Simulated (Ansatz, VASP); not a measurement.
TeW: VASP beside Ansatz

```xyz
2
Lattice="0.0000 3.0133 3.0133 3.0133 0.0000 3.0133 3.0133 3.0133 0.0000" Properties=species:S:1:pos:R:3 pbc="T T T"
W     0.0000    0.0000    0.0000
Te    1.5066    1.5066    1.5066
```

Alike in both runs: functional PBEsol; k mesh 12 × 12 × 12; occupations gaussian, width 0.1 eV; no spin polarisation.

Ansatz relaxed the structure, and its values are those at the end. VASP's run is a single point on that final structure, the one shown.

|  | VASP | Ansatz |
| --- | --- | --- |
| version | VASP 6.6.1 | Ansatz 0.2.0 |
| potentials or method | VASP PAW PBE potentials, release 64 (W_sv, Te), cutoff 520 eV | scalar-relativistic, plane waves, PAW |
| valence electrons in the cell | 20 | 30 |

|  | VASP | Ansatz | Ansatz less VASP |
| --- | --- | --- | --- |
| gap on the k mesh at the Fermi level (eV) | none | none | - |
| pressure (GPa) | 0.1 | 0.0 | -0.13 |

VASP's potentials were made for PBE, not for PBEsol. A gap of «none» marks a metal or a gap that the smearing closes. With one functional, cell and mesh, what is left measures potentials, basis and numerics. VASP's potentials hold 20 valence electrons a cell and Ansatz's 30, so a difference there can come from the potentials and not from the codes.

Neither program's run includes spin-orbit coupling.
